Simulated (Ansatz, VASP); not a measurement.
InSb3 in VASP and in Ansatz

```
In Sb
1.0
     4.95828    0.11240    0.11240
     0.11240    4.95828    0.11240
     0.11240    0.11240    4.95828
In Sb
1 3
Direct
  0.00000 0.00000 0.00000
  0.50000 0.00000 0.50000
  0.00000 0.50000 0.50000
  0.50000 0.50000 0.00000
```

Change from the starting cell: equal engineering shear yz, xz and xy +0.0467, equal normal strain along x, y and z +0.0300.

Alike in both runs: task single point; functional PBE; k mesh 8 × 8 × 8; occupations gaussian, width 0.15 eV; no spin polarisation.

```csv
,VASP,Ansatz
version,VASP 6.6.1,Ansatz 0.2.0
potentials or method,"VASP PAW PBE potentials, release 64 (In_d, Sb), cutoff 520 eV","scalar-relativistic, plane waves, PAW"
valence electrons in the cell,28,58
```

|  | VASP | Ansatz | Ansatz less VASP |
| --- | --- | --- | --- |
| gap on the k mesh at the Fermi level (eV) | none | none | - |
| pressure (GPa) | -3.5 | -3.4 | +0.08 |
| traceless stress, the component that is largest in VASP (GPa) | -0.49 | -0.49 | -0.003 |

A gap of «none» marks a metal or a gap that the smearing closes. With one functional, cell and mesh, what is left measures potentials, basis and numerics. VASP's potentials hold 28 valence electrons a cell and Ansatz's 58, so a difference there can come from the potentials and not from the codes.

Spin-orbit coupling is off throughout.
